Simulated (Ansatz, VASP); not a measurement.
# Two plane-wave programs on ZnS

The input INCAR:

```
SYSTEM = ZnS
ALGO = Normal
EDIFF = 1E-6
ENCUT = 520
GGA = PE
ISIF = 2
ISMEAR = 0
LASPH = .TRUE.
LCHARG = .TRUE.
LELF = .TRUE.
LREAL = .FALSE.
LVHAR = .TRUE.
LWAVE = .FALSE.
NBANDS = 26
NELM = 60
PREC = Accurate
SIGMA = 0.05
```

Contents of KPOINTS:

```
k-points
0
G
  12 12 6
  0 0 0
```

POSCAR

```
ZnS
1.0
    3.8109987816      0.0000000000      0.0000000000
   -1.9054993908      3.3004217586      0.0000000000
    0.0000000000      0.0000000000      6.2340000000
Zn S
2 2
Direct
    0.3333333333      0.6666666667      0.0000000000
    0.6666666667      0.3333333333      0.5000000000
    0.3333333333      0.6666666667      0.3609384023
    0.6666666667      0.3333333333      0.8850000000
```

Input for Ansatz:

```yaml
crystal:
  lattice:
    - [3.8109987816, 0.0, 0.0]
    - [-1.9054993908, 3.3004217586, 0.0]
    - [0.0, 0.0, 6.234]
  atoms:
    - { symbol: Zn, position: [0.3333333333, 0.6666666667, 0.0] }
    - { symbol: Zn, position: [0.6666666667, 0.3333333333, 0.5] }
    - { symbol: S, position: [0.3333333333, 0.6666666667, 0.3609384023] }
    - { symbol: S, position: [0.6666666667, 0.3333333333, 0.885] }
basis:
  ecutwfc: 420
kpoints:
  mp_grid: { grid: [12, 12, 6] }
hamiltonian:
  xc: pbe
scf:
  occupations: { method: gaussian, width: 0.05 }
output:
  forces: true
  stress: true
  eigenvalues: true
```

Alike in both runs: task single point; functional PBE; k mesh 12 × 12 × 6; occupations gaussian, width 0.05 eV; no spin polarisation.

|  | VASP | Ansatz |
| --- | --- | --- |
| version | VASP 6.6.1 | Ansatz 0.2.0 |
| potentials or method | VASP PAW PBE potentials, release 64 (Zn, S), cutoff 520 eV | scalar-relativistic, plane waves, PAW |
| valence electrons in the cell | 36 | 36 |

```csv
,VASP,Ansatz,Ansatz less VASP
gap on the k mesh at the Fermi level (eV),2.18,2.18,-0.005
least direct gap on the mesh (eV),2.18,2.18,-0.005
pressure (GPa),2.6,2.4,-0.17
"traceless stress, the component that is largest in VASP (GPa)",0.88,0.87,-0.006
rms of the force components (eV/Å),0.429,0.427,-0.0021
```

Atom by atom the forces differ by 0.002 eV/Å (rms over components).
